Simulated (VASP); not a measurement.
# GaSb (I-4m2) in VASP: relaxation of cell and atoms with BLYP+D3(BJ)

Aim: the relaxation of cell and atoms of GaSb with BLYP+D3(BJ).

Program: VASP 6.6.1. These are calculated values, not measurements. Logs are shortened: lines on timing, memory, paths and dates and some standing lists are left out, and cuts for length are marked.

### Step 1. The cell of the first run

It takes space group I-4m2 (No. 119, tetragonal). Conventional cell: a = 5.507 Å, b = 5.507 Å, c = 3.181 Å, α = 90.00°, β = 90.00°, γ = 90.00°. Ga (site symmetry -4m2) has 8 Sb at 2.87 to 3.64 Å and 2 Ga at 3.18 Å within 3.8 Å. Within 3.8 Å of Sb (site symmetry -4m2) lie 8 Ga at 2.87 to 3.64 Å and 2 Sb at 3.18 Å.

### Step 2. Relaxation of cell and atoms, BLYP+D3(BJ)

INCAR

```
SYSTEM = GaSb
AGGAC = 1.0 ; AGGAX = 1.0
ALDAC = 0.0 ; ALDAX = 1.0
ALGO = Normal ; EDIFF = 1E-6
EDIFFG = -0.01 ; ENCUT = 600
GGA = B5 ; IBRION = 2
ISIF = 3 ; ISMEAR = 0
IVDW = 12 ; LASPH = .TRUE.
LCHARG = .FALSE. ; LREAL = .FALSE.
LWAVE = .FALSE. ; NELM = 80
NSW = 80 ; PREC = Accurate
SIGMA = 0.01 ; VDW_A1 = 0.4298
VDW_A2 = 4.2359 ; VDW_S6 = 1.0
VDW_S8 = 2.6996
```

KPOINTS

```
k-points
0
G
  8 8 8
  0 0 0
```

POSCAR

```
GaSb
1.0
   -2.7534340000      2.7534340000      1.5907070000
    2.7534340000     -2.7534340000      1.5907070000
    2.7534340000      2.7534340000     -1.5907070000
Ga Sb
1 1
Direct
    0.2500000000      0.7500000000      0.5000000000
    0.0000000000      0.0000000000      0.0000000000
```

Potentials or basis: VASP PAW PBE potentials, release 64 (Ga_d, Sb).

Command:

```bash
> cat potpaw_PBE.64/Ga_d/POTCAR potpaw_PBE.64/Sb/POTCAR > POTCAR
> mpirun -np 1 vasp_std > vasp.out
```

OUTCAR:

```text
SYSTEM = GaSb
   EDIFF = 1E-6
   EDIFFG = -0.01
   ENCUT = 600
   GGA = B5
   IBRION = 2
   ISIF = 3
   ISMEAR = 0
   IVDW = 12
   LASPH = .TRUE.
   LREAL = .FALSE.
   NELM = 80
   NSW = 80
   PREC = Accurate
 IVDW          = 12

 ion  position               nearest neighbor table
   1  0.250  0.750  0.500-   2 2.87   2 2.87   2 2.87   2 2.87
   2  0.000  0.000  0.000-   1 2.87   1 2.87   1 2.87   1 2.87

  LATTYP: Found a body centered tetragonal cell.
 ALAT       =     5.5068680000
 C/A-ratio  =     0.5777174975

  Lattice vectors:

 A1 = (  -2.7534340000,   2.7534340000,   1.5907070000)
 A2 = (   2.7534340000,  -2.7534340000,   1.5907070000)
 A3 = (   2.7534340000,   2.7534340000,  -1.5907070000)

Analysis of symmetry for initial positions (statically):
=====================================================================
 Subroutine PRICEL returns:
 Original cell was already a primitive cell.

 Routine SETGRP: Setting up the symmetry group for a
 body centered tetragonal supercell.

 Subroutine GETGRP returns: Found  8 space group operations
 (whereof  8 operations were pure point group operations)
 out of a pool of 16 trial point group operations.

The static configuration has the point symmetry D_2d.

Analysis of symmetry for dynamics (positions and initial velocities):
=====================================================================
 Subroutine PRICEL returns:
 Original cell was already a primitive cell.

 Routine SETGRP: Setting up the symmetry group for a
 body centered tetragonal supercell.

 Subroutine GETGRP returns: Found  8 space group operations
 (whereof  8 operations were pure point group operations)
 out of a pool of 16 trial point group operations.

The dynamic configuration has the point symmetry D_2d.

 Subroutine INISYM returns: Found  8 space group operations
 (whereof  8 operations are pure point group operations),
 and found     1 'primitive' translations

----------------------------------------------------------------------------------------

                                     Primitive cell

  volume of cell :      48.2391

  direct lattice vectors                    reciprocal lattice vectors
    -2.753434000  2.753434000  1.590707000     0.000000000  0.181591424  0.314325643
     2.753434000 -2.753434000  1.590707000     0.181591424  0.000000000  0.314325643
     2.753434000  2.753434000 -1.590707000     0.181591424  0.181591424  0.000000000

  length of vectors
     4.206322187  4.206322187  4.206322187     0.363009717  0.363009717  0.256809054

  position of ions in fractional coordinates (direct lattice)
     0.250000000  0.750000000  0.500000000
     0.000000000  0.000000000  0.000000000

  ion indices of the primitive-cell ions
   primitive index   ion index
                 1           1
                 2           2

----------------------------------------------------------------------------------------

 KPOINTS: k-points

Automatic generation of k-mesh.
 Grid dimensions read from file:
 generate k-points for:    8    8    8

 Generating k-lattice:

  Cartesian coordinates                     Fractional coordinates (reciprocal lattice)
     0.000000000  0.022698928  0.039290705     0.125000000 -0.000000000  0.000000000
     0.022698928  0.000000000  0.039290705    -0.000000000  0.125000000  0.000000000
     0.022698928  0.022698928  0.000000000     0.000000000  0.000000000  0.125000000

  Length of vectors
     0.045376215  0.045376215  0.032101132

  Shift w.r.t. Gamma in fractional coordinates (k-lattice)
     0.000000000  0.000000000  0.000000000

 Subroutine IBZKPT returns following result:
 ===========================================

 Found     59 irreducible k-points:

 Following reciprocal coordinates:
            Coordinates               Weight
  0.000000  0.000000  0.000000      1.000000
  0.125000 -0.000000  0.000000      8.000000
  0.250000 -0.000000  0.000000      8.000000
  0.375000 -0.000000  0.000000      8.000000
  0.500000 -0.000000  0.000000      4.000000
  0.125000  0.125000  0.000000      8.000000
[... 16 lines left out ...]
  0.250000  0.125000  0.125000     16.000000
  0.375000  0.125000  0.125000      8.000000
 [... further k-points ...]
   k-points           NKPTS =     59   k-points in BZ     NKDIM =     59   number of bands    NBANDS=     13
   number of dos      NEDOS =    301   number of ions     NIONS =      2
   total plane-waves  NPLWV =  46656
   dimension x,y,z NGX =    36 NGY =   36 NGZ =   36
   dimension x,y,z NGXF=    72 NGYF=   72 NGZF=   72
   ions per type =               1   1
   NGX,Y,Z   is equivalent  to a cutoff of  14.23, 14.23, 14.23 a.u.
   NGXF,Y,Z  is equivalent  to a cutoff of  28.46, 28.46, 28.46 a.u.
 SYSTEM =  GaSb
   PREC   = accura    normal or accurate (medium, high low for compatibility)
   ISTART =      0    job   : 0-new  1-cont  2-samecut
   ICHARG =      2    charge: 1-file 2-atom 10-const
   ISPIN  =      1    spin polarized calculation?
   LNONCOLLINEAR =      F non collinear calculations
   LSORBIT =      F    spin-orbit coupling
   LASPH  =      T    aspherical Exc in radial PAW
   ENCUT  =  600.0 eV  44.10 Ry    6.64 a.u.   8.40  8.40  8.40*2*pi/ulx,y,z
   NELM   =     80;   NELMIN=  2; NELMDL= -5     # of ELM steps
   EDIFF  = 0.1E-05   stopping-criterion for ELM
   LREAL  =      F    real-space projection
   EDIFFG = -.1E-01   stopping-criterion for IOM
   NSW    =     80    number of steps for IOM
   IBRION =      2    ionic relax: 0-MD 1-quasi-New 2-CG
   NFREE  =      1    steps in history (QN), initial steepest desc. (CG)
   ISIF   =      3    stress and relaxation
   ISYM   =      2    0-nonsym 1-usesym 2-fastsym
   POTIM  = 0.5000    time-step for ionic-motion
   TEBEG  =    0.0;   TEEND  =   0.0 temperature during run
   PSTRESS=    0.0 pullay stress
   NELECT =      18.0000    total number of electrons
   NUPDOWN=      -1.0000    fix difference up-down
   EMIN   =  10.00;   EMAX   =-10.00  energy-range for DOS
   EFERMI =   0.00;   METHOD = LEGACY
   ISMEAR =     0;   SIGMA  =   0.01  broadening in eV -4-tet -1-fermi 0-gaus
   EFERMI_NEDOS =   21; number of points for ismear=-14 and -15
   IALGO  =     38    algorithm
   IMIX   =      4    mixing-type and parameters
     AMIX     =   0.40;   BMIX     =  1.00
     AMIX_MAG =   1.60;   BMIX_MAG =  1.00
  volume/ion in A,a.u.               =      24.12       162.77
  Fermi-wavevector in a.u.,A,eV,Ry     =   1.178598  2.227228 18.899772  1.389094
  Thomas-Fermi vector in A             =   2.314924
   LORBIT       =      0    0 simple, 1 ext, 2 COOP (PROOUT), +10 PAW based schemes
   GGA     = B5    functional components
   LHFCALC =     F    Hartree Fock is set to
   AEXX    =    0.0000 exact exchange contribution
   IVDW    =    12    specifies the selected vdW correction
   LEPSILON=     F    determine dielectric tensor
   LRPA    =     F    only Hartree local field effects (RPA)
 conjugate gradient relaxation of ions
 non-spin polarized calculation
 Gauss-broadening in eV      SIGMA  =   0.01
  energy-cutoff  :      600.00
  volume of cell :       48.24
 maximum number of plane-waves:      1631
 NGX is ok and might be reduce to    36
   NGX = 17   NGY = 17   NGZ = 17

--------------------------------------- Ionic step        1  -------------------------------------------

 number of electron      18.0000003 magnetization

 Free energy of the ion-electron system (eV)
  ---------------------------------------------------
  ext. energy  EPLUGINS =         0.00000000
  ---------------------------------------------------
  free energy    TOTEN  =        -5.39986334 eV

  energy without entropy =       -5.39975511  energy(sigma->0) =       -5.39980923

------------------------ aborting loop because EDIFF is reached ----------------------------------------

 Edisp (eV)   -1.86004

 E8    (eV) :    -1.4106

  FORCE on cell =-STRESS in cart. coord.  units (eV):
  Direction    XX          YY          ZZ          XY          YZ          ZX
  --------------------------------------------------------------------------------------
  -------------------------------------------------------------------------------------
  Total      -0.44155    -0.44155     0.05598     0.00000     0.00000     0.00000
  in kB     -14.66527   -14.66527     1.85934     0.00000     0.00000     0.00000
  external pressure =       -9.16 kB  Pullay stress =        0.00 kB
[... 141 lines left out ...]
  energy  without entropy=       -7.2637996509  energy(sigma->0) =       -7.26384543

--------------------------------------- Ionic step        5  -------------------------------------------

 number of electron      18.0000007 magnetization

 Free energy of the ion-electron system (eV)
  ---------------------------------------------------
  ext. energy  EPLUGINS =         0.00000000
  ---------------------------------------------------
  free energy    TOTEN  =        -5.37548902 eV

  energy without entropy =       -5.37537026  energy(sigma->0) =       -5.37542964

 E-fermi :   7.2556     XC(G=0):  -9.6657

 val. band max:        7.2497121896   @ k =   0.5000   0.5000   0.0000
 cond. band min:       7.2629203660   @ k =   0.5000   0.1250   0.0000
 fundamental gap:      0.0132081764
 Fermi energy:         7.2556010536

 k-point     1 :       0.0000    0.0000    0.0000
  band No.  band energies     occupation
      1      -7.8951      2.00000
      2      -7.8077      2.00000
      3      -7.7977      2.00000
      4      -7.7848      2.00000
      5      -7.7848      2.00000
      6      -4.8358      2.00000
      7       4.2649      2.00000
      8       5.3587      2.00000
      9       5.3587      2.00000
     10      11.0558      0.00000
     11      11.9920      0.00000
     12      14.3341      0.00000
     13      14.3341      0.00000
[... 353 lines left out ...]
 k-point    24 :       0.3750    0.1250    0.1250
  band No.  band energies     occupation
      1      -7.8476      2.00000
      2      -7.8370      2.00000
      3      -7.8175      2.00000
      4      -7.7753      2.00000
      5      -7.7623      2.00000
      6      -1.1380      2.00000
      7       1.6385      2.00000
      8       3.3862      2.00000
      9       4.8670      2.00000
     10       8.2472      0.00000
     11      10.4848      0.00000
     12      11.3763      0.00000
     13      12.2101      0.00000

 [... further k-points ...]

------------------------ aborting loop because EDIFF is reached ----------------------------------------

 Edisp (eV)   -1.88857

 E8    (eV) :    -1.4321

  FORCE on cell =-STRESS in cart. coord.  units (eV):
  Direction    XX          YY          ZZ          XY          YZ          ZX
  --------------------------------------------------------------------------------------
  -------------------------------------------------------------------------------------
  Total      -0.00350    -0.00350     0.01156     0.00000     0.00000     0.00000
  in kB      -0.11816    -0.11816     0.38967     0.00000     0.00000     0.00000
  external pressure =        0.05 kB  Pullay stress =        0.00 kB
[... 17 lines left out ...]
  FREE ENERGIE OF THE ION-ELECTRON SYSTEM (eV)
  ---------------------------------------------------
  free  energy   TOTEN  =        -7.2640636958 eV

  energy  without entropy=       -7.2639449312  energy(sigma->0) =       -7.26400431

 reached required accuracy - stopping structural energy minimisation
```

Run time: 3.2 min. Hardware: 1 thread of AMD EPYC 7R13 (Zen 3), shared host; peak memory 0.21 GiB.

What came out:

* Free energy: -7.2641 eV
* Relaxed volume: 23.76 Å³/atom
* Relaxed cell: a = 4.175 Å, b = 4.175 Å, c = 4.175 Å, α = 98.41°, β = 98.41°, γ = 135.02°
* Space group after relaxing (to 0.1 Å): I-4m2 (No. 119)
* Energy gained by relaxing: 2.1 meV/atom
* Ionic steps: 5
* Pressure after relaxing: 0.0 GPa
* Band gap on the k mesh: zero (bands 9 and 10 overlap by 3.81 eV)
* Dispersion energy per atom: -0.944 eV

Step by step:
```
step  energy change (eV)  largest force (eV/Å)  pressure (GPa)  volume (Å³)
   1              0.0000                0.0000           -0.92        48.24
   2             -0.0039                0.0000            0.30        47.28
   3             -0.0040                0.0000            0.13        47.42
   4             -0.0040                0.0000            0.17        47.40
   5             -0.0042                0.0000            0.01        47.52
```

Final structure:
```cif
data_structure
_symmetry_space_group_name_H-M 'P 1'
_symmetry_Int_Tables_number 1
_cell_length_a 4.1746
_cell_length_b 4.1746
_cell_length_c 4.1746
_cell_angle_alpha 98.415
_cell_angle_beta 98.415
_cell_angle_gamma 135.018
_cell_volume 47.52
loop_
_atom_site_label
_atom_site_type_symbol
_atom_site_fract_x
_atom_site_fract_y
_atom_site_fract_z
_atom_site_occupancy
Ga1 Ga 0.25000 0.75000 0.50000 1
Sb1 Sb 0.00000 0.00000 0.00000 1
```

Caveat: the PAW data sets were made with another functional, which shifts forces and pressure a little; spin-orbit coupling is left out, which moves the levels of the heavy elements.
